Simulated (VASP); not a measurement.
NaCl, 2 atoms in the cell. It takes space group Pm-3m (No. 221, cubic). Conventional cell: a = 3.537 Å, b = 3.537 Å, c = 3.537 Å, α = 90.00°, β = 90.00°, γ = 90.00°. Within 4.0 Å of Na (site symmetry m-3m) lie 8 Cl at 3.06 Å and 6 Na at 3.54 Å. Within 4.0 Å of Cl (site symmetry m-3m) lie 8 Na at 3.06 Å and 6 Cl at 3.54 Å.  This cell differs from its parent crystal: Rb replaced by Na, lengths x 0.899, strained.

| Item | Value |
| --- | --- |
| Program | VASP 6.6.1 |
| Task | single point |
| Functional | PBE |
| Potentials or basis | VASP PAW PBE potentials, release 64 (Na_pv, Cl) |
| Cutoff | 500 eV |
| k mesh | 6 × 6 × 6 |
| Occupations | gaussian, width 0.02 eV |
| Spin | no spin polarisation |
| Dipole correction | no |
| Further INCAR settings | ALGO = Normal; EDIFF = 1e-06; NBANDS = 14 |

Potentials or basis: VASP PAW PBE potentials, release 64 (Na_pv, Cl).

Command:

```sh
$ cat potpaw_PBE.64/Na_pv/POTCAR potpaw_PBE.64/Cl/POTCAR > POTCAR
$ mpirun -np 1 vasp_std > vasp.out
```

Hardware: 1 thread of Intel Xeon 8259CL (shared host).

Task: How long does it take, and how much memory?

Result: Wall time 16 s on 1 thread of Intel Xeon 8259CL (shared host), peak memory 0.15 GiB. Counts: scf iterations 12, k points 20.
